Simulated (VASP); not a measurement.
Wanted: the native input for a VASP 6.6.1 run.

```
Task                   : single point
Functional             : r2SCAN
Potentials or basis    : VASP PAW PBE potentials, release 64 (In_d, O)
Cutoff                 : 520 eV
k mesh                 : 6 × 6 × 6
Occupations            : gaussian, width 0.01 eV
Spin                   : no spin polarisation
Dipole correction      : no
Further INCAR settings : ALGO = Normal; EDIFF = 1e-06; NBANDS = 55
```

Crystal: In2O3.

```
In O
1.0
     2.69874    1.55812    4.75725
    -2.69874    1.55812    4.75725
     0.00000   -3.11624    4.75725
In O
4 6
Cartesian
  0.0000 0.0000 12.2428
  0.0000 0.0000 5.1069
  0.0000 0.0000 2.0290
  0.0000 0.0000 9.1649
  1.1025 -1.5581 5.9466
  -1.9006 -0.1757 5.9466
  -1.1025 1.5581 8.3252
  -0.7981 -1.7338 8.3252
  1.9006 0.1757 8.3252
  0.7981 1.7338 5.9466
```

This cell differs from its parent crystal: strain -2.0%.

The input as run:

POSCAR

```
In2O3
1.0
    2.6987446187      1.5581209320      4.7572533666
   -2.6987446187      1.5581209320      4.7572533666
    0.0000000000     -3.1162418642      4.7572533665
In O
4 6
Direct
    0.8578310115      0.8578310115      0.8578310115
    0.3578310115      0.3578310115      0.3578310115
    0.1421689885      0.1421689885      0.1421689885
    0.6421689885      0.6421689885      0.6421689885
    0.4542604994      0.0457395006      0.7500000000
    0.0457395006      0.7500000000      0.4542604994
    0.5457395006      0.9542604994      0.2500000000
    0.2500000000      0.5457395006      0.9542604994
    0.9542604994      0.2500000000      0.5457395006
    0.7500000000      0.4542604994      0.0457395006
```

INCAR.step1

```
SYSTEM = In2O3
ALGO = Normal ; EDIFF = 1E-4
ENCUT = 520 ; GGA = PE
ISMEAR = 0 ; LASPH = .TRUE.
LCHARG = .FALSE. ; LREAL = .FALSE.
LWAVE = .TRUE. ; NBANDS = 55
NELM = 60 ; PREC = Accurate
SIGMA = 0.01
```

INCAR.step2

```
SYSTEM = In2O3
ALGO = Normal ; EDIFF = 1E-6
ENCUT = 520 ; ISIF = 2
ISMEAR = 0 ; ISTART = 1
LASPH = .TRUE. ; LCHARG = .FALSE.
LMIXTAU = .TRUE. ; LREAL = .FALSE.
LWAVE = .FALSE. ; METAGGA = R2SCAN
NBANDS = 55 ; NELM = 60
PREC = Accurate ; SIGMA = 0.01
```

KPOINTS

```
k-points
0
G
  6 6 6
  0 0 0
```

Potentials or basis: VASP PAW PBE potentials, release 64 (In_d, O).

The run is started by

```bash
$ cat potpaw_PBE.64/In_d/POTCAR potpaw_PBE.64/O/POTCAR > POTCAR
$ cp INCAR.step1 INCAR
$ mpirun -np 1 vasp_std > vasp.out
$ cp INCAR.step2 INCAR
$ mpirun -np 1 vasp_std > vasp.out
```

It gave:

```json
{
  "Pressure": "13.8 GPa",
  "Largest force": "0.029 eV/Å",
  "Band gap on the k mesh": "2.21 eV"
}
```

Caveat: the cell differs from its parent crystal (strain -2.0%); the cell stands under pressure; the PAW data sets were made with another functional, which shifts forces and pressure a little; spin-orbit coupling is left out, which moves the levels of the heavy elements.

It took 10 min on 1 thread of Intel(R) Xeon(R) 6975P-C (Granite Rapids) (shared host), peak memory 0.36 GiB.
